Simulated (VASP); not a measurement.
## Fe: electric field gradients with PBE

Fe:

```
CELL_PARAMETERS angstrom
2.43416 0.00000 0.00000
-1.21708 2.10804 0.00000
0.00000 0.00000 3.95719
ATOMIC_POSITIONS crystal
Fe 0.33333 0.66667 0.25000
Fe 0.66667 0.33333 0.75000
```

This cell differs from its parent crystal: zz strain of +3 %.

```yaml
Program: VASP 6.6.1
Task: electric field gradients
Functional: PBE
Potentials_or_basis: VASP PAW PBE potentials, release 64 (Fe)
Cutoff: 520 eV
k_mesh: 17 × 17 × 10
Occupations: fermi-dirac, width 0.08 eV
Spin: no spin polarisation
Dipole_correction: no
Further_INCAR_settings: ALGO = Normal; EDIFF = 1e-08; NBANDS = 15
```

```yaml
Pressure: 0.9 GPa
Band_gap_on_the_k_mesh: zero (bands 8 and 9 overlap by 1.85 eV)
Largest_electric_field_gradient_by_atom: zero within the noise of the run
```

Stress tensor (GPa, compression positive):
```
 5.03  0.00  0.00
 0.00  5.03  0.00
 0.00  0.00 -7.31
```

Levels at points of the mesh, in eV from the Fermi level:
```csv
k point,band 5,band 6,band 7,band 8,band 9,band 10,band 11,band 12
"(0.00, 0.00, 0.00)",-1.64,-1.21,-1.21,-0.71,-0.71,0.19,0.71,0.71
"(0.00, 0.00, 0.50)",-1.71,-1.71,-1.71,-1.71,0.32,0.32,0.32,0.32
```

It took 41 s on 1 thread of AMD EPYC 7R13 Processor (Zen 3), with other jobs on the host, peak memory 0.14 GiB.

Caveat: the cell differs from its parent crystal (zz strain of +3 %); the run has no spin polarisation, though such a crystal can be magnetic. Spin polarisation is off, so any magnetic state and its effect on volume and gap are missing.
